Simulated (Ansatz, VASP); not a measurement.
# One calculation of SiC, two programs

Contents of INCAR:

```
PREC = Accurate
ENCUT = 520
EDIFF = 1E-6
ISMEAR = 0
SIGMA = 0.05
LREAL = False
LASPH = True
NELM = 100
ALGO = Normal
ISIF = 2
LWAVE = False
LCHARG = False
GGA = PE
NBANDS = 36
```

KPOINTS

```
regular mesh
0
Gamma
  10 10 2
```

POSCAR

```
SiC
1.0
    2.1740000000     -2.1740000000      0.0000000000
    2.1740000000      0.0000000000     -2.1740000000
   11.2321884000      7.4279058000      7.4279058000
Si C
6 6
Direct
    0.6302298600      0.6302298600      0.0624666667
   -0.5225201400     -0.5225201400      0.8958000000
    0.1996798600      0.1996798600      0.2291333333
    0.3385798600      0.3385798600      0.5624666667
   -0.2308701400     -0.2308701400      0.3958000000
   -0.0919701400     -0.0919701400      0.7291333333
    0.4114923600      0.4114923600      0.4374666667
    0.8420423600      0.8420423600      0.2708000000
   -0.0190576400     -0.0190576400      0.6041333333
    0.1198423600      0.1198423600      0.9374666667
   -0.4496076400     -0.4496076400      0.7708000000
    0.2725923600      0.2725923600      0.1041333333
```

Input for Ansatz:

```yaml
crystal:
  lattice:
    - [2.174, -2.174, 0.0]
    - [2.174, 0.0, -2.174]
    - [11.2321884, 7.4279058, 7.4279058]
  atoms:
    - { symbol: Si, position: [0.63022986, 0.63022986, 0.0624666667] }
    - { symbol: Si, position: [-0.52252014, -0.52252014, 0.8958] }
    - { symbol: Si, position: [0.19967986, 0.19967986, 0.2291333333] }
    - { symbol: Si, position: [0.33857986, 0.33857986, 0.5624666667] }
    - { symbol: Si, position: [-0.23087014, -0.23087014, 0.3958] }
    - { symbol: Si, position: [-0.09197014, -0.09197014, 0.7291333333] }
    - { symbol: C, position: [0.41149236, 0.41149236, 0.4374666667] }
    - { symbol: C, position: [0.84204236, 0.84204236, 0.2708] }
    - { symbol: C, position: [-0.01905764, -0.01905764, 0.6041333333] }
    - { symbol: C, position: [0.11984236, 0.11984236, 0.9374666667] }
    - { symbol: C, position: [-0.44960764, -0.44960764, 0.7708] }
    - { symbol: C, position: [0.27259236, 0.27259236, 0.1041333333] }
basis:
  ecutwfc: 420
kpoints:
  mp_grid: { grid: [10, 10, 2] }
hamiltonian:
  xc: pbe
scf:
  occupations: { method: gaussian, width: 0.05 }
output:
  forces: true
  stress: true
  eigenvalues: true
```

Alike in both runs: task single point; functional PBE; k mesh 10 × 10 × 2; occupations gaussian, width 0.05 eV; no spin polarisation.

|  | VASP | Ansatz |
| --- | --- | --- |
| version | VASP 6.6.1 | Ansatz 0.2.0 |
| potentials or method | VASP PAW PBE potentials, release 64 (Si, C), cutoff 520 eV | scalar-relativistic, plane waves, PAW |
| valence electrons in the cell | 48 | 48 |

Ansatz gave:

* gap on the k mesh at the Fermi level (eV): 0.91
* least direct gap on the mesh (eV): 1.85
* pressure (GPa): 2.7
* traceless stress, the component that is largest in VASP (GPa): 2.74
* rms of the force components (eV/Å): 0.195

Q: Estimate VASP's values.

A: gap on the k mesh at the Fermi level (eV): 0.91; least direct gap on the mesh (eV): 1.85; pressure (GPa): 2.7; traceless stress, the component that is largest in VASP (GPa): 2.73; rms of the force components (eV/Å): 0.193.

Atom by atom the forces differ by 0.004 eV/Å (rms over components). The functional is the same, so the differences come from potentials, cutoffs and numerics.
